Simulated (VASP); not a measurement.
# SnS2 (Berndtite-2T) (P-3m1) in VASP: notebook

The runs below take SnS2 (Berndtite-2T) through single point, relaxation of cell and atoms, with PBE+D3(BJ).

Program: VASP 6.6.1. These are calculated values, not measurements. Logs are shortened: lines on timing, memory, paths and dates and some standing lists are left out, and cuts for length are marked.

## Step 1: The cell of the first run

It takes space group P-3m1 (No. 164, trigonal). The conventional cell has a = 3.669 Å, b = 3.669 Å, c = 5.810 Å, α = 90.00°, β = 90.00°, γ = 120.00°. Sn (site symmetry -3m) has 6 S at 2.58 Å within 3.4 Å. Within 3.4 Å of S (site symmetry 3m) lie 3 Sn at 2.58 Å.

## Step 2: Single point, PBE+D3(BJ)

INCAR reads:

```
PREC = Accurate
ENCUT = 520
EDIFF = 1E-7
ISMEAR = 0
SIGMA = 0.02
LREAL = F
LASPH = T
NELM = 100
ALGO = Normal
ISIF = 2
LWAVE = F
LCHARG = F
GGA = PE
IVDW = 12
NBANDS = 20
```

KPOINTS reads:

```
regular mesh
0
Gamma
  9 9 6
```

POSCAR reads:

```
SnS2
1.0
    3.6686266293      0.0000000000      0.0000000000
   -1.8343133147      3.1771238580      0.0000000000
    0.0000000000      0.0000000000      5.8096313679
Sn S
1 2
Direct
    0.0000000000      0.0000000000      0.0000000000
    0.3333333333      0.6666666667      0.2544694029
    0.6666666667      0.3333333333      0.7455305971
```

Potentials or basis: VASP PAW PBE potentials, release 64 (Sn_d, S).

Started as:

```bash
cat potpaw_PBE.64/Sn_d/POTCAR potpaw_PBE.64/S/POTCAR > POTCAR
mpirun -np 1 vasp_std > vasp.out
```

OUTCAR:

```text
PREC = Accurate
   ENCUT = 520
   EDIFF = 1E-7
   ISMEAR = 0
   LREAL = F
   LASPH = T
   NELM = 100
   ISIF = 2
   GGA = PE
   IVDW = 12
 IVDW          = 12

 ion  position               nearest neighbor table
   1  0.000  0.000  0.000-   2 2.58   3 2.58   3 2.58   2 2.58   3 2.58   2 2.58
   2  0.333  0.667  0.254-   1 2.58   1 2.58   1 2.58
   3  0.667  0.333  0.746-   1 2.58   1 2.58   1 2.58

  LATTYP: Found a hexagonal cell.
 ALAT       =     3.6686266293
 C/A-ratio  =     1.5835984293

  Lattice vectors:

 A1 = (   3.6686266293,   0.0000000000,   0.0000000000)
 A2 = (  -1.8343133147,   3.1771238580,   0.0000000000)
 A3 = (   0.0000000000,   0.0000000000,   5.8096313679)

Analysis of symmetry for initial positions (statically):
=====================================================================
 Subroutine PRICEL returns:
 Original cell was already a primitive cell.

 Routine SETGRP: Setting up the symmetry group for a
 hexagonal supercell.

 Subroutine GETGRP returns: Found 12 space group operations
 (whereof 12 operations were pure point group operations)
 out of a pool of 24 trial point group operations.

The static configuration has the point symmetry D_3d.

Analysis of symmetry for dynamics (positions and initial velocities):
=====================================================================
 Subroutine PRICEL returns:
 Original cell was already a primitive cell.

 Routine SETGRP: Setting up the symmetry group for a
 hexagonal supercell.

 Subroutine GETGRP returns: Found 12 space group operations
 (whereof 12 operations were pure point group operations)
 out of a pool of 24 trial point group operations.

The dynamic configuration has the point symmetry D_3d.

 Subroutine INISYM returns: Found 12 space group operations
 (whereof 12 operations are pure point group operations),
 and found     1 'primitive' translations

----------------------------------------------------------------------------------------

                                     Primitive cell

  volume of cell :      67.7152

  direct lattice vectors                    reciprocal lattice vectors
     3.668626629  0.000000000  0.000000000     0.272581568  0.157375042  0.000000000
    -1.834313315  3.177123858  0.000000000     0.000000000  0.314750084  0.000000000
     0.000000000  0.000000000  5.809631368     0.000000000  0.000000000  0.172127961

  length of vectors
     3.668626629  3.668626629  5.809631368     0.314750084  0.314750084  0.172127961

  position of ions in fractional coordinates (direct lattice)
     0.000000000  0.000000000  0.000000000
     0.333333333  0.666666667  0.254469403
     0.666666667  0.333333333  0.745530597

  ion indices of the primitive-cell ions
   primitive index   ion index
                 1           1
                 2           2
                 3           3

----------------------------------------------------------------------------------------

 KPOINTS: regular mesh

Automatic generation of k-mesh.
 Grid dimensions read from file:
 generate k-points for:    9    9    6

 Generating k-lattice:

  Cartesian coordinates                     Fractional coordinates (reciprocal lattice)
     0.030286841  0.017486116  0.000000000     0.111111111 -0.000000000  0.000000000
     0.000000000  0.034972232  0.000000000     0.000000000  0.111111111  0.000000000
     0.000000000  0.000000000  0.028687993     0.000000000  0.000000000  0.166666667

  Length of vectors
     0.034972232  0.034972232  0.028687993

  Shift w.r.t. Gamma in fractional coordinates (k-lattice)
     0.000000000  0.000000000  0.000000000

 Subroutine IBZKPT returns following result:
 ===========================================

 Found     62 irreducible k-points:

 Following reciprocal coordinates:
            Coordinates               Weight
  0.000000  0.000000  0.000000      1.000000
  0.111111  0.000000  0.000000      6.000000
  0.222222  0.000000  0.000000      6.000000
  0.333333  0.000000  0.000000      6.000000
  0.444444  0.000000  0.000000      6.000000
  0.111111  0.111111  0.000000      6.000000
[... 16 lines left out ...]
  0.222222  0.111111  0.166667     12.000000
 -0.111111  0.333333  0.166667     12.000000
 [... further k-points ...]
   k-points           NKPTS =     62   k-points in BZ     NKDIM =     62   number of bands    NBANDS=     20
   number of dos      NEDOS =    301   number of ions     NIONS =      3
   total plane-waves  NPLWV =  37632
   dimension x,y,z NGX =    28 NGY =   28 NGZ =   48
   dimension x,y,z NGXF=    56 NGYF=   56 NGZF=   96
   ions per type =               1   2
   NGX,Y,Z   is equivalent  to a cutoff of  12.69, 12.69, 13.74 a.u.
   NGXF,Y,Z  is equivalent  to a cutoff of  25.38, 25.38, 27.47 a.u.
 SYSTEM =  unknown system
   PREC   = accura    normal or accurate (medium, high low for compatibility)
   ISTART =      0    job   : 0-new  1-cont  2-samecut
   ICHARG =      2    charge: 1-file 2-atom 10-const
   ISPIN  =      1    spin polarized calculation?
   LNONCOLLINEAR =      F non collinear calculations
   LSORBIT =      F    spin-orbit coupling
   LASPH  =      T    aspherical Exc in radial PAW
   ENCUT  =  520.0 eV  38.22 Ry    6.18 a.u.   6.82  6.82 10.80*2*pi/ulx,y,z
   NELM   =    100;   NELMIN=  2; NELMDL= -5     # of ELM steps
   EDIFF  = 0.1E-06   stopping-criterion for ELM
   LREAL  =      F    real-space projection
   EDIFFG = 0.1E-05   stopping-criterion for IOM
   NSW    =      0    number of steps for IOM
   IBRION =     -1    ionic relax: 0-MD 1-quasi-New 2-CG
   NFREE  =      0    steps in history (QN), initial steepest desc. (CG)
   ISIF   =      2    stress and relaxation
   ISYM   =      2    0-nonsym 1-usesym 2-fastsym
   POTIM  = 0.5000    time-step for ionic-motion
   TEBEG  =    0.0;   TEEND  =   0.0 temperature during run
   PSTRESS=    0.0 pullay stress
   NELECT =      26.0000    total number of electrons
   NUPDOWN=      -1.0000    fix difference up-down
   EMIN   =  10.00;   EMAX   =-10.00  energy-range for DOS
   EFERMI =   0.00;   METHOD = LEGACY
   ISMEAR =     0;   SIGMA  =   0.02  broadening in eV -4-tet -1-fermi 0-gaus
   EFERMI_NEDOS =   21; number of points for ismear=-14 and -15
   IALGO  =     38    algorithm
   IMIX   =      4    mixing-type and parameters
     AMIX     =   0.40;   BMIX     =  1.00
[... 11 lines left out ...]
 non-spin polarized calculation
 Gauss-broadening in eV      SIGMA  =   0.02
  energy-cutoff  :      520.00
  volume of cell :       67.72
 maximum number of plane-waves:      1846
   NGX = 13   NGY = 13   NGZ = 21

 number of electron      26.0000010 magnetization

 Free energy of the ion-electron system (eV)
  ---------------------------------------------------
  ext. energy  EPLUGINS =         0.00000000
  ---------------------------------------------------
  free energy    TOTEN  =       -13.15409044 eV

  energy without entropy =      -13.15409044  energy(sigma->0) =      -13.15409044

 E-fermi :   4.9769     XC(G=0):  -9.6593

 val. band max:        4.8251984825   @ k =   0.0000   0.0000   0.0000
 cond. band min:       6.0785856731   @ k =   0.0000   0.4444   0.3333
 fundamental gap:      1.2533871906
 Fermi energy:         4.9768950578

 k-point     1 :       0.0000    0.0000    0.0000
  band No.  band energies     occupation
      1     -16.1956      2.00000
      2     -16.1956      2.00000
      3     -16.1567      2.00000
      4     -16.1305      2.00000
      5     -16.1305      2.00000
      6      -8.9778      2.00000
[... 12 lines left out ...]
     19      14.3006      0.00000
     20      14.3006      0.00000

 k-point     2 :       0.1111    0.0000    0.0000
  band No.  band energies     occupation
      1     -16.2027      2.00000
      2     -16.1887      2.00000
      3     -16.1514      2.00000
      4     -16.1351      2.00000
      5     -16.1300      2.00000
      6      -8.8424      2.00000
[... 12 lines left out ...]
     19      13.9539      0.00000
     20      14.4210      0.00000

 k-point     3 :       0.2222    0.0000    0.0000
  band No.  band energies     occupation
      1     -16.2237      2.00000
      2     -16.1745      2.00000
      3     -16.1491      2.00000
      4     -16.1330      2.00000
      5     -16.1253      2.00000
      6      -8.4495      2.00000
[... 12 lines left out ...]
     19      13.4447      0.00000
     20      14.7546      0.00000

 k-point     4 :       0.3333    0.0000    0.0000
  band No.  band energies     occupation
      1     -16.2497      2.00000
      2     -16.1664      2.00000
      3     -16.1593      2.00000
      4     -16.1154      2.00000
      5     -16.1117      2.00000
      6      -7.8558      2.00000
[... 12 lines left out ...]
     19      14.0828      0.00000
     20      15.3815      0.00000

 k-point     5 :       0.4444    0.0000    0.0000
  band No.  band energies     occupation
      1     -16.2673      2.00000
      2     -16.1658      2.00000
      3     -16.1649      2.00000
      4     -16.1036      2.00000
      5     -16.0989      2.00000
      6      -7.2438      2.00000
[... 12 lines left out ...]
     19      15.0606      0.00000
     20      15.8646      0.00000

 k-point     6 :       0.1111    0.1111    0.0000
  band No.  band energies     occupation
      1     -16.2142      2.00000
      2     -16.1816      2.00000
      3     -16.1425      2.00000
      4     -16.1418      2.00000
      5     -16.1262      2.00000
      6      -8.5778      2.00000
[... 12 lines left out ...]
     19      13.1180      0.00000
     20      14.8222      0.00000

 k-point     7 :       0.2222    0.1111    0.0000
  band No.  band energies     occupation
      1     -16.2341      2.00000
      2     -16.1749      2.00000
      3     -16.1509      2.00000
      4     -16.1314      2.00000
      5     -16.1123      2.00000
      6      -8.0795      2.00000
[... 12 lines left out ...]
     19      12.8305      0.00000
     20      15.4806      0.00000
[... 277 lines left out ...]
 k-point    20 :       0.4444    0.0000    0.1667
  band No.  band energies     occupation
      1     -16.2673      2.00000
      2     -16.1658      2.00000
      3     -16.1649      2.00000
      4     -16.1035      2.00000
      5     -16.0989      2.00000
      6      -7.2141      2.00000
[... 12 lines left out ...]
     19      15.1551      0.00000
     20      16.4009      0.00000

 k-point    21 :       0.0000    0.4444    0.1667
  band No.  band energies     occupation
      1     -16.2673      2.00000
      2     -16.1658      2.00000
      3     -16.1649      2.00000
      4     -16.1035      2.00000
      5     -16.0989      2.00000
      6      -7.2142      2.00000
[... 12 lines left out ...]
     19      14.7455      0.00000
     20      15.8662      0.00000

 k-point    22 :       0.1111    0.1111    0.1667
  band No.  band energies     occupation
      1     -16.2142      2.00000
      2     -16.1816      2.00000
      3     -16.1425      2.00000
      4     -16.1418      2.00000
      5     -16.1262      2.00000
      6      -8.5341      2.00000
[... 12 lines left out ...]
     19      13.4756      0.00000
     20      14.2131      0.00000

 k-point    23 :       0.2222    0.1111    0.1667
  band No.  band energies     occupation
      1     -16.2341      2.00000
      2     -16.1749      2.00000
      3     -16.1509      2.00000
      4     -16.1314      2.00000
      5     -16.1123      2.00000
      6      -8.0391      2.00000
[... 12 lines left out ...]
     19      13.2489      0.00000
     20      14.9713      0.00000

 k-point    24 :      -0.1111    0.3333    0.1667
  band No.  band energies     occupation
      1     -16.2342      2.00000
      2     -16.1749      2.00000
      3     -16.1510      2.00000
      4     -16.1314      2.00000
      5     -16.1123      2.00000
      6      -8.0380      2.00000
[... 12 lines left out ...]
     19      12.7532      0.00000
     20      14.9542      0.00000

 [... further k-points ...]

------------------------ aborting loop because EDIFF is reached ----------------------------------------

 Edisp (eV)   -0.98425

 E8    (eV) :    -0.4022

  FORCE on cell =-STRESS in cart. coord.  units (eV):
  Direction    XX          YY          ZZ          XY          YZ          ZX
  --------------------------------------------------------------------------------------
  -------------------------------------------------------------------------------------
  Total      -0.04640    -0.04640    -0.04354     0.00000     0.00000     0.00000
  in kB      -1.09792    -1.09792    -1.03017     0.00000     0.00000     0.00000
  external pressure =       -1.08 kB  Pullay stress =        0.00 kB

 VOLUME and BASIS-vectors are now :
 -----------------------------------------------------------------------------
  energy-cutoff  :      520.00
  volume of cell :       67.72
      direct lattice vectors                 reciprocal lattice vectors
     3.668626629  0.000000000  0.000000000     0.272581568  0.157375042  0.000000000
    -1.834313315  3.177123858  0.000000000     0.000000000  0.314750084  0.000000000
     0.000000000  0.000000000  5.809631368     0.000000000  0.000000000  0.172127961

 POSITION                                       TOTAL-FORCE (eV/Angst)
 -----------------------------------------------------------------------------------
      0.00000      0.00000      0.00000        -0.000000      0.000000      0.000000
     -0.00000      2.11808      1.47837         0.000000     -0.000000     -0.004749
      1.83431      1.05904      4.33126        -0.000000      0.000000      0.004749
 -----------------------------------------------------------------------------------
    total drift:                               -0.000000      0.000000      0.000000

  FREE ENERGIE OF THE ION-ELECTRON SYSTEM (eV)
  ---------------------------------------------------
  free  energy   TOTEN  =       -14.1383379215 eV

  energy  without entropy=      -14.1383379215  energy(sigma->0) =      -14.13833792
```

Run time: 61 s. Hardware: 1 thread of AMD EPYC 9R14 (Zen 4), shared host; peak memory 0.21 GiB.

Results:

```
Free energy                : -14.1383 eV
Pressure                   : -0.1 GPa
Largest force              : 0.005 eV/Å
Band gap on the k mesh     : 1.25 eV, indirect (least direct gap 1.74 eV)
Dispersion energy per atom : -0.328 eV
```

Forces in eV/Å, atoms in the order of the input:
```
Sn   0.000  0.000  0.000
S    0.000  0.000 -0.005
S    0.000  0.000  0.005
```

Caveat: spin-orbit coupling is left out, which moves the levels of the heavy elements. A k mesh can miss the band edges.

## Step 3: Relaxation of cell and atoms, PBE+D3(BJ)

This run uses another cell than the first one, of 22.43 Å³/atom, 0.994 times its volume.

INCAR reads:

```
PREC = Accurate ; ENCUT = 600
EDIFF = 1E-6 ; ISMEAR = 0
SIGMA = 0.02 ; LREAL = False
LASPH = True ; NELM = 60
ALGO = Normal ; ISIF = 3
LWAVE = False ; LCHARG = False
GGA = PE ; IVDW = 12
IBRION = 2 ; NSW = 100
EDIFFG = -0.005
```

KPOINTS is that of step 2.

POSCAR reads:

```
SnS2
1.0
    3.6390000000      0.0000000000      0.0000000000
   -1.8195000000      3.1514664444      0.0000000000
    0.0000000000      0.0000000000      5.8680000000
Sn S
1 2
Direct
    0.0000000000      0.0000000000      0.0000000000
    0.3333333333      0.6666666667      0.2500000000
    0.6666666667      0.3333333333      0.7500000000
```

Potentials or basis: VASP PAW PBE potentials, release 64 (Sn_d, S).

Started as:

```bash
cat potpaw_PBE.64/Sn_d/POTCAR potpaw_PBE.64/S/POTCAR > POTCAR
mpirun -np 1 vasp_std > vasp.out
```

Run time: 7.1 min. Hardware: 1 thread of AMD EPYC 9R14 (Zen 4), shared host; peak memory 0.22 GiB.

It converged, with:

```
Free energy                            : -14.1386 eV
Relaxed volume                         : 22.55 Å³/atom
Relaxed cell                           : a = 3.667 Å, b = 3.667 Å, c = 5.810 Å, α = 90.00°, β = 90.00°, γ = 120.00°
Space group after relaxing (to 0.05 Å) : P-3m1 (No. 164)
Energy gained by relaxing              : 3.1 meV/atom
Ionic steps                            : 17
Pressure after relaxing                : 0.0 GPa
Band gap on the k mesh                 : 1.26 eV, indirect (least direct gap 1.75 eV)
Dispersion energy per atom             : -0.328 eV
```

Step by step:
| step | energy change (eV) | largest force (eV/Å) | pressure (GPa) | volume (Å³) |
| --- | --- | --- | --- | --- |
| 1 | 0.0000 | 0.2532 | 1.72 | 67.30 |
| 2 | -0.0012 | 0.1919 | -1.55 | 69.66 |
| 3 | -0.0080 | 0.0160 | -0.06 | 68.51 |
| 4 | -0.0080 | 0.0201 | 0.00 | 68.48 |
| 5 | -0.0082 | 0.0292 | 0.00 | 68.45 |
| 6 | -0.0085 | 0.0517 | -0.04 | 68.37 |
| 7 | -0.0087 | 0.0386 | -0.07 | 68.31 |
| 8 | -0.0091 | 0.0005 | -0.17 | 68.12 |
| 9 | -0.0088 | 0.0747 | -0.40 | 67.73 |
| 10 | -0.0092 | 0.0187 | -0.25 | 68.01 |
| 11 | -0.0093 | 0.0118 | -0.11 | 67.87 |
| 12 | -0.0093 | 0.0097 | -0.10 | 67.82 |
| 13 | -0.0094 | 0.0052 | -0.02 | 67.73 |
| 14 | -0.0094 | 0.0042 | -0.02 | 67.70 |
| 15 | -0.0094 | 0.0018 | 0.02 | 67.65 |
| 16 | -0.0094 | 0.0026 | -0.02 | 67.67 |
| 17 | -0.0094 | 0.0020 | 0.01 | 67.66 |

Final structure:
```
Sn S
1.0
     3.66689    0.00000    0.00000
    -1.83344    3.17562    0.00000
     0.00000    0.00000    5.81018
Sn S
1 2
Direct
  0.00000 0.00000 0.00000
  0.33333 0.66667 0.25450
  0.66667 0.33333 0.74550
```

Levels at points of the mesh, in eV from the valence-band top:
| k point | band 11 | band 12 | band 13 | band 14 | band 15 | band 16 |
| --- | --- | --- | --- | --- | --- | --- |
| (0.00, 0.00, 0.00) | -0.48 | -0.48 | 0.00 | 1.75 | 3.54 | 5.33 |
| (0.00, 0.00, 0.50) | -0.82 | -0.31 | -0.31 | 2.99 | 3.61 | 5.03 |

Caveat: spin-orbit coupling is left out, which moves the levels of the heavy elements.

## Step 4: Relaxation of cell and atoms, PBE+D3(BJ)

This run uses another cell than the first one, of 22.43 Å³/atom, 0.994 times its volume.

INCAR is that of step 3.

KPOINTS is that of step 3.

POSCAR is that of step 3.

Started as:

```bash
cat potpaw_PBE.64/Sn_d/POTCAR potpaw_PBE.64/S/POTCAR > POTCAR
mpirun -np 1 vasp_std > vasp.out
```

Wall time 13 min (1 thread of Intel Xeon Platinum 8488C (Sapphire Rapids), shared host); peak memory 0.27 GiB.

The run converged. Its results:

```
Free energy                            : -14.1386 eV
Relaxed volume                         : 22.55 Å³/atom
Relaxed cell                           : a = 3.667 Å, b = 3.667 Å, c = 5.810 Å, α = 90.00°, β = 90.00°, γ = 120.00°
Space group after relaxing (to 0.05 Å) : P-3m1 (No. 164)
Energy gained by relaxing              : 3.1 meV/atom
Ionic steps                            : 17
Pressure after relaxing                : 0.0 GPa
Band gap on the k mesh                 : 1.26 eV, indirect (least direct gap 1.75 eV)
Dispersion energy per atom             : -0.328 eV
```

The path:
```csv
step,energy change (eV),largest force (eV/Å),pressure (GPa),volume (Å³)
1,0.0000,0.2532,1.72,67.30
2,-0.0012,0.1919,-1.55,69.66
3,-0.0080,0.0160,-0.06,68.51
4,-0.0080,0.0201,0.00,68.48
5,-0.0082,0.0292,0.00,68.45
6,-0.0085,0.0517,-0.04,68.37
7,-0.0087,0.0386,-0.07,68.31
8,-0.0091,0.0005,-0.17,68.12
9,-0.0088,0.0747,-0.40,67.73
10,-0.0092,0.0187,-0.25,68.01
11,-0.0093,0.0118,-0.11,67.87
12,-0.0093,0.0097,-0.10,67.82
13,-0.0094,0.0052,-0.02,67.73
14,-0.0094,0.0042,-0.02,67.70
15,-0.0094,0.0018,0.02,67.65
16,-0.0094,0.0026,-0.02,67.67
17,-0.0094,0.0020,0.01,67.66
```

Final structure:
```xyz
3
Lattice="3.6669 0.0000 0.0000 -1.8334 3.1756 0.0000 0.0000 0.0000 5.8102" Properties=species:S:1:pos:R:3 pbc="T T T"
Sn    0.0000    0.0000    5.8102
S     0.0000    2.1171    1.4787
S     1.8334    1.0585    4.3315
```

Levels at points of the mesh, in eV from the valence-band top:
```csv
k point,band 10,band 11,band 12,band 13,band 14,band 15,band 16,band 17
"(0.00, 0.00, 0.00)",-0.71,-0.48,-0.48,0.00,1.75,3.54,5.33,5.33
"(0.00, 0.00, 0.50)",-0.82,-0.82,-0.31,-0.31,2.99,3.61,5.03,5.03
```

Caveat: spin-orbit coupling is left out, which moves the levels of the heavy elements. Zero-point motion and thermal expansion aren't in these numbers.
